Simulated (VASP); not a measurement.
K2S:

```
CELL_PARAMETERS angstrom
0.00000 3.70276 3.70276
3.70276 0.00000 3.70276
3.70276 3.70276 0.00000
ATOMIC_POSITIONS crystal
S 0.00000 0.00000 0.00000
K 0.25000 0.25000 0.25000
K 0.75000 0.75000 0.75000
```

Base run:

| Quantity | Value |
| --- | --- |
| Program | VASP 6.6.1 |
| Functional | r2SCAN |
| Potentials or basis | VASP PAW PBE potentials, release 64 (S, K_sv) |
| Cutoff | 550 eV |
| k mesh | 4 × 4 × 4 |
| Occupations | gaussian, width 0.01 eV |
| Spin | no spin polarisation |

Its results: band gap on the k mesh 2.76 eV (least direct gap 2.95 eV); pressure 0.0 GPa.

The run is repeated on the same cell with these changes: functional from r2SCAN to PBE-based screened hybrid with 50 % exact exchange; cutoff from 550 eV to 400 eV. What comes out?

Band gap on the k mesh 4.29 eV (least direct gap 4.46 eV); pressure -0.1 GPa.

Caveats: the PAW data sets were made with another functional, which shifts forces and pressure a little.

A k mesh can miss the band edges.
